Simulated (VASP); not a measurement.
Write the native input for VASP 6.6.1 that does the following.

```yaml
Task: single point
Functional: PBE
Potentials_or_basis: VASP PAW PBE potentials, release 64 (Si, Mo_sv)
Cutoff: 520 eV
k_mesh: 18 × 18 × 18
Occupations: gaussian, width 0.15 eV
Spin: no spin polarisation
Dipole_correction: no
Further_INCAR_settings: ALGO = Normal; EDIFF = 1e-07; NBANDS = 18
```

The structure of Si2Mo lies in POSCAR:

```
Si2Mo
1.0
   -1.6084858705      1.6084858705      3.9366136217
    1.6084858705     -1.6084858705      3.9366136217
    1.6084858705      1.6084858705     -3.9366136217
Si Mo
2 1
Direct
    0.3350971189      0.3350971189      0.0000000000
    0.6649028811      0.6649028811      0.0000000000
    0.0000000000      0.0000000000      0.0000000000
```

The input as run:

INCAR

```
SYSTEM = Si2Mo
  PREC = Accurate
  ENCUT = 520
  EDIFF = 1E-7
  ISMEAR = 0
  SIGMA = 0.15
  LREAL = .False.
  LASPH = .True.
  NELM = 80
  ALGO = Normal
  ISIF = 2
  LWAVE = .False.
  LCHARG = .False.
  GGA = PE
  NBANDS = 18
```

KPOINTS

```
Automatic mesh
0
Gamma
  18 18 18
  0 0 0
```

Potentials or basis: VASP PAW PBE potentials, release 64 (Si, Mo_sv).

Launch:

```sh
$ cat potpaw_PBE.64/Si/POTCAR potpaw_PBE.64/Mo_sv/POTCAR > POTCAR
$ mpirun -np 1 vasp_std > vasp.out
```

Results of the run:

- Pressure: 0.1 GPa
- Largest force: 0.004 eV/Å
- Band gap on the k mesh: zero (bands 11 and 12 overlap by 0.94 eV)

Wall time 3.8 min on 1 thread of Intel(R) Xeon(R) 6975P-C (Granite Rapids), on a shared host, peak memory 0.46 GiB.
